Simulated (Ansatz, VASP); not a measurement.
# Ti: VASP beside Ansatz

The input INCAR:

```
PREC = Accurate
ENCUT = 520
EDIFF = 1E-7
ISMEAR = 0
SIGMA = 0.15
LREAL = F
LASPH = T
NELM = 60
ALGO = Normal
ISIF = 2
LWAVE = F
LCHARG = F
GGA = PS
NBANDS = 12
```

KPOINTS

```
regular mesh
0
Gamma
  20 20 20
```

File POSCAR:

```
Ti
1.0
    0.0000000000      1.9792500000      1.9792500000
    1.9792500000      0.0000000000      1.9792500000
    1.9792500000      1.9792500000      0.0000000000
Ti
1
Direct
    0.0000000000      0.0000000000      0.0000000000
```

Input for Ansatz:

```yaml
crystal:
  lattice:
    - [0.0, 1.97925, 1.97925]
    - [1.97925, 0.0, 1.97925]
    - [1.97925, 1.97925, 0.0]
  atoms:
    - { symbol: Ti, position: [0.0, 0.0, 0.0] }
basis:
  ecutwfc: 420
kpoints:
  mp_grid: { grid: [20, 20, 20] }
hamiltonian:
  xc: pbesol
scf:
  occupations: { method: gaussian, width: 0.15 }
output:
  forces: true
  stress: true
  eigenvalues: true
```

Change from the starting cell: strain -0.025 along x and y, -0.025 along z, atoms carried along.

Alike in both runs: task single point; functional PBEsol; k mesh 20 × 20 × 20; occupations gaussian, width 0.15 eV; no spin polarisation.

|  | VASP | Ansatz |
| --- | --- | --- |
| version | VASP 6.6.1 | Ansatz 0.2.0 |
| potentials or method | VASP PAW PBE potentials, release 64 (Ti_sv), cutoff 520 eV | scalar-relativistic, plane waves, PAW |
| valence electrons in the cell | 12 | 12 |

VASP gave:

| Property | Result |
| --- | --- |
| gap on the k mesh at the Fermi level (eV) | none |
| pressure (GPa) | 9.1 |

Question: Which values does Ansatz return?

Answer: gap on the k mesh at the Fermi level (eV): none; pressure (GPa): 9.5.

VASP's potentials were made for PBE, not for PBEsol. A gap of «none» marks a metal or a gap that the smearing closes. With one functional, cell and mesh, what is left measures potentials, basis and numerics.
